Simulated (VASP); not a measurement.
# Ni (Fm-3m) in VASP: notebook

Ni is run at these levels: PBE; tasks: single point.

All numbers are computed with VASP 6.6.1; they aren't measurements. Logs are shortened: lines on timing, memory, paths and dates and some standing lists are left out, and cuts for length are marked.

## (1) The cell of the first run

Symmetry: Fm-3m, No. 225, cubic system. Conventional cell: a = 3.530 Å, b = 3.530 Å, c = 3.530 Å, α = 90.00°, β = 90.00°, γ = 90.00°. Within 3.3 Å of Ni (site symmetry m-3m) lie 12 Ni at 2.50 Å.

## (2) Single point, PBE, collinear spin, ferromagnetic start

The input, INCAR:

```
ALGO = Normal ; EDIFF = 1E-6
ENCUT = 520 ; GGA = PE
ISIF = 2 ; ISMEAR = -1
ISPIN = 2 ; LASPH = True
LCHARG = False ; LMAXMIX = 4
LORBIT = 11 ; LREAL = False
LWAVE = False ; MAGMOM = 2 2
NBANDS = 21 ; NELM = 150
PREC = Accurate ; SIGMA = 0.1
```

The input, KPOINTS:

```
k-points
0
Gamma
  12 12 6
```

The input, POSCAR:

```
Ni
1.0
    0.0000000000      1.7651000000      1.7651000000
    1.7651000000      0.0000000000      1.7651000000
    3.5302000000      3.5302000000      0.0000000000
Ni
2
Direct
    0.0000000000      0.0000000000      0.0000000000
    0.0000000000      0.0000000000      0.5000000000
```

Potentials or basis: VASP PAW PBE potentials, release 64 (Ni).

Launch:

```console
$ cat potpaw_PBE.64/Ni/POTCAR > POTCAR
$ mpirun -np 1 vasp_std > vasp.out
```

OUTCAR:

```text
EDIFF = 1E-6
   ENCUT = 520
   GGA = PE
   ISIF = 2
   ISMEAR = -1
   ISPIN = 2
   LASPH = True
   LORBIT = 11
   LREAL = False
   NELM = 150
   PREC = Accurate

 ion  position               nearest neighbor table
   1  0.000  0.000  0.000-   2 2.50   2 2.50   2 2.50   2 2.50   2 2.50   2 2.50
   2  0.000  0.000  0.500-   1 2.50   1 2.50   1 2.50   1 2.50   1 2.50   1 2.50

  LATTYP: Found a trigonal (rhomboedric) cell.
 ALAT       =     4.3235943450
 COS(alpha) =     0.8333333333

  Lattice vectors:

 A1 = (   3.5302000000,   1.7651000000,  -1.7651000000)
 A2 = (   1.7651000000,   1.7651000000,  -3.5302000000)
 A3 = (   1.7651000000,   3.5302000000,  -1.7651000000)

Analysis of symmetry for initial positions (statically):
=====================================================================
 Subroutine PRICEL returns following result:

  LATTYP: Found a face centered cubic cell.
 ALAT       =     3.5302000000
[... 12 lines left out ...]
 Subroutine GETGRP returns: Found 12 space group operations
 (whereof 12 operations were pure point group operations)
 out of a pool of 12 trial point group operations.

The static configuration has the point symmetry D_3d.

Analysis of symmetry for dynamics (positions and initial velocities):
=====================================================================
 Subroutine PRICEL returns following result:

  LATTYP: Found a face centered cubic cell.
 ALAT       =     3.5302000000
[... 12 lines left out ...]
 Subroutine GETGRP returns: Found 12 space group operations
 (whereof 12 operations were pure point group operations)
 out of a pool of 12 trial point group operations.

The dynamic configuration has the point symmetry D_3d.

Analysis of structural, dynamic, and magnetic symmetry:
=====================================================================
 Subroutine PRICEL returns following result:

  LATTYP: Found a face centered cubic cell.
 ALAT       =     3.5302000000
[... 12 lines left out ...]
 Subroutine GETGRP returns: Found 12 space group operations
 (whereof 12 operations were pure point group operations)
 out of a pool of 12 trial point group operations.

The overall configuration has the point symmetry D_3d.

 Subroutine INISYM returns: Found 12 space group operations
 (whereof 12 operations are pure point group operations),
 and found     2 'primitive' translations

----------------------------------------------------------------------------------------

                                     Primitive cell

  volume of cell :      10.9986

  direct lattice vectors                    reciprocal lattice vectors
     0.000000000  1.765100000  1.765100000    -0.283270070  0.283270070  0.283270070
     1.765100000  0.000000000  1.765100000     0.283270070 -0.283270070  0.283270070
     1.765100000  1.765100000  0.000000000     0.283270070  0.283270070 -0.283270070

  length of vectors
     2.496228359  2.496228359  2.496228359     0.490638153  0.490638153  0.490638153

  position of ions in fractional coordinates (direct lattice)
     0.000000000  0.000000000  0.000000000

  ion indices of the primitive-cell ions
   primitive index   ion index
                 1           1

----------------------------------------------------------------------------------------

 KPOINTS: k-points

Automatic generation of k-mesh.
 Grid dimensions read from file:
 generate k-points for:   12   12    6

 Generating k-lattice:

  Cartesian coordinates                     Fractional coordinates (reciprocal lattice)
    -0.023605839  0.023605839  0.023605839     0.083333333  0.000000000  0.000000000
     0.023605839 -0.023605839  0.023605839     0.000000000  0.083333333  0.000000000
     0.023605839  0.023605839 -0.023605839     0.000000000  0.000000000  0.166666667

  Length of vectors
     0.040886513  0.040886513  0.040886513

  Shift w.r.t. Gamma in fractional coordinates (k-lattice)
     0.000000000  0.000000000  0.000000000

 -----------------------------------------------------------------------------
[... 12 lines left out ...]
|        whereas your k-lattice is body-centered cubic.                       |
|                                                                             |
|     Results are often still useful ...                                      |
|                                                                             |
 -----------------------------------------------------------------------------

 Subroutine IBZKPT returns following result:
 ===========================================

 Found     98 irreducible k-points:

 Following reciprocal coordinates:
            Coordinates               Weight
  0.000000  0.000000  0.000000      1.000000
  0.083333  0.000000  0.000000      6.000000
  0.166667  0.000000  0.000000      6.000000
  0.250000  0.000000  0.000000      6.000000
  0.333333  0.000000  0.000000      6.000000
  0.416667  0.000000  0.000000      6.000000
[... 16 lines left out ...]
  0.500000  0.166667  0.000000     12.000000
 -0.416667  0.166667  0.000000     12.000000
 [... further k-points ...]
   k-points           NKPTS =     98   k-points in BZ     NKDIM =     98   number of bands    NBANDS=     21
   number of dos      NEDOS =    301   number of ions     NIONS =      2
   total plane-waves  NPLWV =  16000
   dimension x,y,z NGX =    20 NGY =   20 NGZ =   40
   dimension x,y,z NGXF=    40 NGYF=   40 NGZF=   80
   ions per type =               2
   NGX,Y,Z   is equivalent  to a cutoff of  13.32, 13.32, 13.32 a.u.
   NGXF,Y,Z  is equivalent  to a cutoff of  26.64, 26.64, 26.64 a.u.
 SYSTEM =  unknown system
   PREC   = accura    normal or accurate (medium, high low for compatibility)
   ISTART =      0    job   : 0-new  1-cont  2-samecut
   ICHARG =      2    charge: 1-file 2-atom 10-const
   ISPIN  =      2    spin polarized calculation?
   LNONCOLLINEAR =      F non collinear calculations
   LSORBIT =      F    spin-orbit coupling
   LASPH  =      T    aspherical Exc in radial PAW
   ENCUT  =  520.0 eV  38.22 Ry    6.18 a.u.   4.64  4.64  9.28*2*pi/ulx,y,z
   NELM   =    150;   NELMIN=  2; NELMDL= -5     # of ELM steps
   EDIFF  = 0.1E-05   stopping-criterion for ELM
   LREAL  =      F    real-space projection
   EDIFFG = 0.1E-04   stopping-criterion for IOM
   NSW    =      0    number of steps for IOM
   IBRION =     -1    ionic relax: 0-MD 1-quasi-New 2-CG
   NFREE  =      0    steps in history (QN), initial steepest desc. (CG)
   ISIF   =      2    stress and relaxation
   ISYM   =      2    0-nonsym 1-usesym 2-fastsym
   POTIM  = 0.5000    time-step for ionic-motion
   TEBEG  =    0.0;   TEEND  =   0.0 temperature during run
   PSTRESS=    0.0 pullay stress
   NELECT =      20.0000    total number of electrons
   NUPDOWN=      -1.0000    fix difference up-down
   EMIN   =  10.00;   EMAX   =-10.00  energy-range for DOS
   EFERMI =   0.00;   METHOD = LEGACY
   ISMEAR =    -1;   SIGMA  =   0.10  broadening in eV -4-tet -1-fermi 0-gaus
   EFERMI_NEDOS =   21; number of points for ismear=-14 and -15
   IALGO  =     38    algorithm
   IMIX   =      4    mixing-type and parameters
     AMIX     =   0.40;   BMIX     =  1.00
     AMIX_MAG =   1.60;   BMIX_MAG =  1.00
  volume/ion in A,a.u.               =      11.00        74.22
  Fermi-wavevector in a.u.,A,eV,Ry     =   1.585972  2.997053 34.222832  2.515307
  Thomas-Fermi vector in A             =   2.685355
   LORBIT       =     11    0 simple, 1 ext, 2 COOP (PROOUT), +10 PAW based schemes
   GGA     = PE    functional components
   LHFCALC =     F    Hartree Fock is set to
   AEXX    =    0.0000 exact exchange contribution
   IVDW    =     0    specifies the selected vdW correction
   LEPSILON=     F    determine dielectric tensor
   LRPA    =     F    only Hartree local field effects (RPA)
 spin polarized calculation
  energy-cutoff  :      520.00
  volume of cell :       22.00
 maximum number of plane-waves:       609
   NGX =  9   NGY =  9   NGZ = 19

 number of electron      20.0000020 magnetization       1.2665967

 Free energy of the ion-electron system (eV)
  ---------------------------------------------------
  ext. energy  EPLUGINS =         0.00000000
  ---------------------------------------------------
  free energy    TOTEN  =       -10.99442192 eV

  energy without entropy =      -10.88359599  energy(sigma->0) =      -10.93900896

 E-fermi :   9.2076     XC(G=0): -13.1920

 val. band max:        9.2021654426   @ k =  -0.1667   0.0000   0.3333
 cond. band min:       9.2272765422   @ k =   0.1667   0.0833   0.0000
 fundamental gap:      0.0251110996
 Fermi energy:         9.2075781251

 spin component 1

 k-point     1 :       0.0000    0.0000    0.0000
  band No.  band energies     occupation
      1       0.2878      1.00000
      2       4.4491      1.00000
      3       6.8198      1.00000
      4       6.8198      1.00000
      5       6.8198      1.00000
      6       6.8319      1.00000
[... 565 lines left out ...]
     20      32.1631      0.00000
     21      36.9750      0.00000

 [... further k-points ...]

 spin component 2

 k-point     1 :       0.0000    0.0000    0.0000
  band No.  band energies     occupation
      1       0.2543      1.00000
      2       4.8785      1.00000
      3       7.4597      1.00000
      4       7.4597      1.00000
      5       7.5680      1.00000
      6       7.5680      1.00000
[... 565 lines left out ...]
     20      32.2315      0.00000
     21      37.0765      0.00000

 [... further k-points ...]
[... 5 lines left out ...]
  --------------------------------------------------------------------------------------
  -------------------------------------------------------------------------------------
  Total       -0.2022273     -0.2022273     -0.2022273      0.0000015     -0.0000015     -0.0000015
  in kB      -14.7293099    -14.7293099    -14.7293099      0.0001101     -0.0001101     -0.0001101
  external PRESSURE =     -14.7293099 kB  Pullay stress =       0.0000000 kB

 VOLUME and BASIS-vectors are now :
 -----------------------------------------------------------------------------
  energy-cutoff  :      520.00
  volume of cell :       22.00
      direct lattice vectors                 reciprocal lattice vectors
     0.000000000  1.765100000  1.765100000    -0.283270070  0.283270070  0.283270070
     1.765100000  0.000000000  1.765100000     0.283270070 -0.283270070  0.283270070
     3.530200000  3.530200000  0.000000000     0.141635035  0.141635035 -0.141635035

 POSITION                                       TOTAL-FORCE (eV/Angst)
 -----------------------------------------------------------------------------------
      0.00000      0.00000      0.00000         0.000000      0.000000     -0.000000
      1.76510      1.76510      0.00000        -0.000000     -0.000000      0.000000
 -----------------------------------------------------------------------------------
    total drift:                               -0.000000     -0.000000      0.000000

  FREE ENERGIE OF THE ION-ELECTRON SYSTEM (eV)
  ---------------------------------------------------
  free  energy   TOTEN  =       -10.9944219183 eV

  energy  without entropy=      -10.8835959921  energy(sigma->0) =      -10.93900896

 total charge

# of ion       s       p       d       tot
------------------------------------------
    1        0.493   0.489   8.308   9.291
    2        0.493   0.489   8.308   9.291
--------------------------------------------------
tot          0.987   0.977  16.617  18.581

 magnetization (x)

# of ion       s       p       d       tot
------------------------------------------
    1       -0.006  -0.025   0.676   0.646
    2       -0.006  -0.025   0.676   0.646
--------------------------------------------------
tot         -0.012  -0.049   1.353   1.292
```

Wall time 62 s (1 thread of Intel Xeon 6975P-C, shared host); peak memory 0.2 GiB.

Results:

```
Free energy                                           : -10.9944 eV
Pressure                                              : -1.5 GPa
Net moment                                            : 1.27 μB per cell
Site moments                                          : Ni +0.65 μB
Valence electrons inside the program's atomic spheres : Ni 9.29
```

## (3) Single point, PBE, collinear spin, antiferromagnetic start

The input, INCAR:

```
SYSTEM = Ni
ALGO     = Normal         ! electronic algorithm
EDIFF    = 1E-6           ! SCF threshold, eV
ENCUT    = 520            ! plane-wave cutoff, eV
GGA      = PE             ! functional
ISIF     = 2              ! what is computed and relaxed
ISMEAR   = -1             ! smearing method
ISPIN    = 2              ! spin polarisation
LASPH    = .True.         ! aspherical terms in the spheres
LCHARG   = .False.        ! write CHGCAR
LMAXMIX  = 4              ! l up to which the mixer works
LORBIT   = 11             ! projections on sites
LREAL    = .False.        ! projectors in reciprocal space
LWAVE    = .False.        ! write WAVECAR
MAGMOM   = 2 -2           ! initial moments
NBANDS   = 21             ! bands
NELM     = 150            ! most SCF steps
PREC     = Accurate       ! precision mode
SIGMA    = 0.1            ! smearing width, eV
```

The input, KPOINTS:

```
k-points
0
Gamma
  12 12 6
  0 0 0
```

POSCAR is that of step 2.

Potentials or basis: VASP PAW PBE potentials, release 64 (Ni).

Launch:

```console
$ cat potpaw_PBE.64/Ni/POTCAR > POTCAR
$ mpirun -np 1 vasp_std > vasp.out
```

Run time: 1.7 min. Hardware: 1 thread of Intel Xeon 6975P-C, shared host; peak memory 0.2 GiB.

It converged, with:

| Quantity | Value |
| --- | --- |
| Free energy | -10.9348 eV |
| Pressure | -2.6 GPa |
| Band gap on the k mesh | zero (filled and empty bands overlap) |
| Net moment | 0.00 μB per cell |
| Valence electrons inside the program's atomic spheres | Ni 9.29 |

Levels at points of the mesh, in eV from the Fermi level:
Spin up:
| k point | band 6 | band 7 | band 8 | band 9 | band 10 | band 11 | band 12 | band 13 | band 14 | band 15 |
| --- | --- | --- | --- | --- | --- | --- | --- | --- | --- | --- |
| (0.00, 0.00, 0.00) | -1.84 | -1.84 | -0.77 | -0.77 | -0.14 | -0.04 | -0.04 | 5.97 | 22.21 | 23.71 |
| (0.50, 0.00, 0.00) | -0.14 | -0.06 | -0.04 | -0.04 | 0.14 | 0.14 | 2.59 | 5.97 | 9.41 | 14.89 |
| (0.00, 0.00, 0.50) | -1.64 | -1.64 | -1.64 | -0.67 | -0.67 | -0.67 | -0.67 | 14.55 | 14.55 | 23.81 |
| (0.50, 0.00, 0.50) | -1.87 | -1.03 | -1.03 | 0.01 | 0.01 | 2.56 | 2.56 | 8.65 | 8.65 | 14.68 |
Spin down:
| k point | band 8 | band 9 | band 10 | band 11 | band 12 | band 13 |
| --- | --- | --- | --- | --- | --- | --- |
| (0.00, 0.00, 0.00) | -0.77 | -0.77 | -0.14 | -0.04 | -0.04 | 5.97 |
| (0.50, 0.00, 0.00) | -0.04 | -0.04 | 0.14 | 0.14 | 2.59 | 5.97 |
| (0.00, 0.00, 0.50) | -1.64 | -0.67 | -0.67 | -0.67 | -0.67 | 14.55 |
| (0.50, 0.00, 0.50) | -1.03 | 0.01 | 0.01 | 2.56 | 2.56 | 8.65 |

Caveat: the starting moments collapsed, and a magnetic state may lie lower.

## (4) Single point, PBE, collinear spin, ferromagnetic start

The input, INCAR:

```
  ALGO = Normal
  EDIFF = 1E-6
  ENCUT = 520
  GGA = PE
  ISIF = 2
  ISMEAR = -1
  ISPIN = 2
  ISYM = 0
  LASPH = T
  LCHARG = F
  LMAXMIX = 4
  LORBIT = 11
  LREAL = F
  LWAVE = F
  MAGMOM = 2 2
  NBANDS = 21
  NELM = 150
  PREC = Accurate
  SIGMA = 0.1
```

The input, KPOINTS:

```
k-points
0
Gamma
  12 12 6
```

POSCAR is that of step 3.

Launch:

```console
$ cat potpaw_PBE.64/Ni/POTCAR > POTCAR
$ mpirun -np 1 vasp_std > vasp.out
```

Run time: 4.8 min. Hardware: 1 thread of Intel Xeon 6975P-C, shared host; peak memory 0.37 GiB.

The run converged. Its results:

```yaml
Free_energy: -10.9944 eV
Pressure: -1.5 GPa
Net_moment: 1.27 μB per cell
Site_moments: Ni +0.65 μB
Valence_electrons_inside_the_program's_atomic_spheres: Ni 9.29
```

Levels at points of the mesh, in eV from the Fermi level:
Spin up:
```tsv
k point	band 7	band 8	band 9	band 10	band 11	band 12	band 13	band 14	band 15	band 16
(0.00, 0.00, 0.00)	-2.38	-1.24	-1.24	-0.59	-0.59	-0.26	5.60	22.14	23.65	24.50
(0.50, 0.00, 0.00)	-0.59	-0.55	-0.46	-0.46	-0.26	2.46	5.60	9.13	14.74	14.74
(0.00, 0.50, 0.00)	-0.59	-0.55	-0.46	-0.46	-0.26	2.46	5.60	9.13	14.74	14.74
(0.50, 0.50, 0.00)	-0.59	-0.55	-0.46	-0.46	-0.26	2.46	5.60	9.13	14.74	14.74
(0.00, 0.00, 0.50)	-2.17	-2.17	-1.18	-1.18	-1.18	-1.18	14.33	14.33	23.73	23.73
(0.50, 0.00, 0.50)	-1.53	-1.53	-0.55	-0.55	2.22	2.22	8.40	8.40	14.47	14.47
(0.00, 0.50, 0.50)	-1.53	-1.53	-0.55	-0.55	2.22	2.22	8.40	8.40	14.47	14.47
(0.50, 0.50, 0.50)	-1.53	-1.53	-0.55	-0.55	2.22	2.22	8.40	8.40	14.47	14.47
```
Spin down:
```csv
k point,band 7,band 8,band 9,band 10,band 11,band 12
"(0.00, 0.00, 0.00)",-1.64,-0.63,-0.63,-0.32,0.17,0.17
"(0.50, 0.00, 0.00)",0.09,0.17,0.17,0.40,0.40,2.42
"(0.00, 0.50, 0.00)",0.09,0.17,0.17,0.40,0.40,2.42
"(0.50, 0.50, 0.00)",0.09,0.17,0.17,0.40,0.40,2.42
"(0.00, 0.00, 0.50)",-1.47,-1.47,-0.51,-0.51,-0.51,-0.51
"(0.50, 0.00, 0.50)",-0.87,-0.87,0.23,0.23,2.60,2.60
"(0.00, 0.50, 0.50)",-0.87,-0.87,0.23,0.23,2.60,2.60
"(0.50, 0.50, 0.50)",-0.87,-0.87,0.23,0.23,2.60,2.60
```
